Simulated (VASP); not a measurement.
# In (P6_3/mmc) in VASP: single point with r2SCAN

Aim: the single point of In with r2SCAN.

All numbers are computed with VASP 6.6.1; they aren't measurements. Logs are shortened: lines on timing, memory, paths and dates and some standing lists are left out, and cuts for length are marked.

### Step 1. The cell of the first run

It takes space group P6_3/mmc (No. 194, hexagonal). Conventional cell: a = 3.335 Å, b = 3.335 Å, c = 5.509 Å, α = 90.00°, β = 90.00°, γ = 120.00°. In (site symmetry -6m2) has 12 In at 3.34 to 3.36 Å within 4.4 Å.

### Step 2. Single point, r2SCAN

Input file POSCAR:

```
In
1.0
    3.3354847820      0.0000000000      0.0000000000
   -1.6677423910      2.8886145552      0.0000000000
    0.0000000000      0.0000000000      5.5091429200
In
2
Direct
    0.3333333333      0.6666666667      0.2500000000
    0.6666666667      0.3333333333      0.7500000000
```

Input file INCAR.step1:

```
SYSTEM = In
  PREC = Accurate
  ENCUT = 520
  ISMEAR = 0
  SIGMA = 0.15
  LREAL = .False.
  LASPH = .True.
  NELM = 100
  NBANDS = 20
  GGA = PE
  ALGO = Normal
  EDIFF = 1E-4
  LWAVE = .True.
  LCHARG = .False.
```

Input file INCAR.step2:

```
SYSTEM = In
  PREC = Accurate
  ENCUT = 520
  EDIFF = 1E-7
  ISMEAR = 0
  SIGMA = 0.15
  LREAL = .False.
  LASPH = .True.
  NELM = 100
  ALGO = Normal
  ISIF = 2
  LWAVE = .False.
  LCHARG = .False.
  METAGGA = R2SCAN
  LMIXTAU = .True.
  NBANDS = 20
  ISTART = 1
```

Input file KPOINTS:

```
Automatic mesh
0
Gamma
  18 18 10
  0 0 0
```

Potentials or basis: VASP PAW PBE potentials, release 64 (In_d).

Command:

```
$ cat potpaw_PBE.64/In_d/POTCAR > POTCAR
$ cp INCAR.step1 INCAR
$ mpirun -np 1 vasp_std > vasp.out
$ cp INCAR.step2 INCAR
$ mpirun -np 1 vasp_std > vasp.out
```

OUTCAR:

```text
SYSTEM = In
   PREC = Accurate
   ENCUT = 520
   EDIFF = 1E-7
   ISMEAR = 0
   LREAL = .False.
   LASPH = .True.
   NELM = 100
   ISIF = 2
   METAGGA = R2SCAN
   ISTART = 1

 ion  position               nearest neighbor table
   1  0.333  0.667  0.250-   2 3.36   2 3.36   2 3.36   2 3.36   2 3.36   2 3.36
   2  0.667  0.333  0.750-   1 3.36   1 3.36   1 3.36   1 3.36   1 3.36   1 3.36

  LATTYP: Found a hexagonal cell.
 ALAT       =     3.3354847820
 C/A-ratio  =     1.6516768266

  Lattice vectors:

 A1 = (   3.3354847820,   0.0000000000,   0.0000000000)
 A2 = (  -1.6677423910,   2.8886145552,   0.0000000000)
 A3 = (   0.0000000000,   0.0000000000,   5.5091429200)

Analysis of symmetry for initial positions (statically):
=====================================================================
 Subroutine PRICEL returns:
 Original cell was already a primitive cell.

 Routine SETGRP: Setting up the symmetry group for a
 hexagonal supercell.

 Subroutine GETGRP returns: Found 24 space group operations
 (whereof 12 operations were pure point group operations)
 out of a pool of 24 trial point group operations.

The static configuration has the point symmetry D_3d.
 The point group associated with its full space group is D_6h.

Analysis of symmetry for dynamics (positions and initial velocities):
=====================================================================
 Subroutine PRICEL returns:
 Original cell was already a primitive cell.

 Routine SETGRP: Setting up the symmetry group for a
 hexagonal supercell.

 Subroutine GETGRP returns: Found 24 space group operations
 (whereof 12 operations were pure point group operations)
 out of a pool of 24 trial point group operations.

The dynamic configuration has the point symmetry D_3d.
 The point group associated with its full space group is D_6h.

 Subroutine INISYM returns: Found 24 space group operations
 (whereof 12 operations are pure point group operations),
 and found     1 'primitive' translations

----------------------------------------------------------------------------------------

                                     Primitive cell

  volume of cell :      53.0802

  direct lattice vectors                    reciprocal lattice vectors
     3.335484782  0.000000000  0.000000000     0.299806495  0.173093360  0.000000000
    -1.667742391  2.888614555  0.000000000     0.000000000  0.346186721  0.000000000
     0.000000000  0.000000000  5.509142920     0.000000000  0.000000000  0.181516438
[... 76 lines left out ...]
   ISTART =      1    job   : 0-new  1-cont  2-samecut
   ICHARG =      0    charge: 1-file 2-atom 10-const
   ISPIN  =      1    spin polarized calculation?
   LNONCOLLINEAR =      F non collinear calculations
   LSORBIT =      F    spin-orbit coupling
   LASPH  =      T    aspherical Exc in radial PAW
   ENCUT  =  520.0 eV  38.22 Ry    6.18 a.u.   6.20  6.20 10.24*2*pi/ulx,y,z
   NELM   =    100;   NELMIN=  2; NELMDL=  0     # of ELM steps
   EDIFF  = 0.1E-06   stopping-criterion for ELM
   LREAL  =      F    real-space projection
   EDIFFG = 0.1E-05   stopping-criterion for IOM
   NSW    =      0    number of steps for IOM
   IBRION =     -1    ionic relax: 0-MD 1-quasi-New 2-CG
   NFREE  =      0    steps in history (QN), initial steepest desc. (CG)
   ISIF   =      2    stress and relaxation
   ISYM   =      2    0-nonsym 1-usesym 2-fastsym
   POTIM  = 0.5000    time-step for ionic-motion
   TEBEG  =    0.0;   TEEND  =   0.0 temperature during run
   PSTRESS=    0.0 pullay stress
   NELECT =      26.0000    total number of electrons
   NUPDOWN=      -1.0000    fix difference up-down
   EMIN   =  10.00;   EMAX   =-10.00  energy-range for DOS
   EFERMI =   0.00;   METHOD = LEGACY
   ISMEAR =     0;   SIGMA  =   0.15  broadening in eV -4-tet -1-fermi 0-gaus
   EFERMI_NEDOS =   21; number of points for ismear=-14 and -15
   IALGO  =     38    algorithm
   IMIX   =      4    mixing-type and parameters
     AMIX     =   0.40;   BMIX     =  1.00
     AMIX_MAG =   1.60;   BMIX_MAG =  1.00
  volume/ion in A,a.u.               =      26.54       179.10
  Fermi-wavevector in a.u.,A,eV,Ry     =   1.290491  2.438675 22.658704  1.665368
  Thomas-Fermi vector in A             =   2.422320
   LORBIT       =      0    0 simple, 1 ext, 2 COOP (PROOUT), +10 PAW based schemes
   METAGGA = R2SCAN    functional components
   LHFCALC =     F    Hartree Fock is set to
   AEXX    =    0.0000 exact exchange contribution
   IVDW    =     0    specifies the selected vdW correction
   LEPSILON=     F    determine dielectric tensor
   LRPA    =     F    only Hartree local field effects (RPA)
 non-spin polarized calculation
 Gauss-broadening in eV      SIGMA  =   0.15
  energy-cutoff  :      520.00
  volume of cell :       53.08
 maximum number of plane-waves:      1460
 NGX is ok and might be reduce to    28
   NGX = 13   NGY = 13   NGZ = 21

 number of electron      26.0000008 magnetization

 Free energy of the ion-electron system (eV)
  ---------------------------------------------------
  ext. energy  EPLUGINS =         0.00000000
  ---------------------------------------------------
  free energy    TOTEN  =       -45.12033533 eV

  energy without entropy =      -45.10847607  energy(sigma->0) =      -45.11440570

 E-fermi :   7.3648     XC(G=0): -11.0043

 val. band max:        7.3477918845   @ k =   0.2778   0.1111   0.1000
 cond. band min:       7.3678402939   @ k =   0.3889   0.2222   0.2000
 fundamental gap:      0.0200484093
 Fermi energy:         7.3647733246

 k-point     1 :       0.0000    0.0000    0.0000
  band No.  band energies     occupation
      1      -7.9629      2.00000
      2      -7.8997      2.00000
      3      -7.8628      2.00000
      4      -7.8628      2.00000
      5      -7.8347      2.00000
      6      -7.8347      2.00000
[... 541 lines left out ...]
     19      16.4244      0.00000
     20      17.3629      0.00000

 [... further k-points ...]
[... 5 lines left out ...]
  --------------------------------------------------------------------------------------
  -------------------------------------------------------------------------------------
  Total        0.0019288      0.0019288     -0.0682058      0.0000000     -0.0000000      0.0000000
  in kB        0.0582191      0.0582191     -2.0587298      0.0000000     -0.0000000      0.0000000
  external PRESSURE =      -0.6474305 kB  Pullay stress =       0.0000000 kB

 VOLUME and BASIS-vectors are now :
 -----------------------------------------------------------------------------
  energy-cutoff  :      520.00
  volume of cell :       53.08
      direct lattice vectors                 reciprocal lattice vectors
     3.335484782  0.000000000  0.000000000     0.299806495  0.173093360  0.000000000
    -1.667742391  2.888614555  0.000000000     0.000000000  0.346186721  0.000000000
     0.000000000  0.000000000  5.509142920     0.000000000  0.000000000  0.181516438

 POSITION                                       TOTAL-FORCE (eV/Angst)
 -----------------------------------------------------------------------------------
     -0.00000      1.92574      1.37729         0.000000      0.000000      0.000000
      1.66774      0.96287      4.13186        -0.000000      0.000000      0.000000
 -----------------------------------------------------------------------------------
    total drift:                                0.000000     -0.000000      0.000000

  FREE ENERGIE OF THE ION-ELECTRON SYSTEM (eV)
  ---------------------------------------------------
  free  energy   TOTEN  =       -45.1203353289 eV

  energy  without entropy=      -45.1084760667  energy(sigma->0) =      -45.11440570
```

OSZICAR.step1:

```text
N       E                     dE             d eps       ncg     rms          rms(c)
DAV:   1     0.210535541786E+03    0.21054E+03   -0.13202E+04  8924   0.182E+03
DAV:   2     0.107937365732E+02   -0.19974E+03   -0.19607E+03  8952   0.376E+02
DAV:   3    -0.468153570254E+01   -0.15475E+02   -0.15378E+02 10232   0.119E+02
DAV:   4    -0.512871673511E+01   -0.44718E+00   -0.44696E+00 10668   0.220E+01
DAV:   5    -0.515351095970E+01   -0.24794E-01   -0.24793E-01 12996   0.435E+00    0.327E+00
DAV:   6    -0.510964874293E+01    0.43862E-01   -0.80311E-02 12144   0.460E+00    0.149E+00
DAV:   7    -0.510094381276E+01    0.87049E-02   -0.22624E-02 12080   0.222E+00    0.364E-01
DAV:   8    -0.510032739196E+01    0.61642E-03   -0.14665E-03 10344   0.463E-01    0.469E-02
DAV:   9    -0.510034260407E+01   -0.15212E-04   -0.41250E-05  5516   0.902E-02
   1 F= -.51003426E+01 E0= -.50941813E+01  d E =-.123225E-01
```

It took 9 min on 1 thread of Intel Xeon 6975P-C (Granite Rapids), shared host; peak memory 0.32 GiB.

What came out:

```
Free energy            : -45.1203 eV
Pressure               : -0.1 GPa
Band gap on the k mesh : zero (band 13 reaches 11.03 eV, above the bottom of band 14 at 4.55 eV)
```

Stress tensor (GPa, compression positive):
```
 0.01  0.00  0.00
 0.00  0.01  0.00
 0.00  0.00 -0.21
```

Caveat: the PAW data sets were made with another functional, which shifts forces and pressure a little; spin-orbit coupling is left out, which moves the levels of the heavy elements.
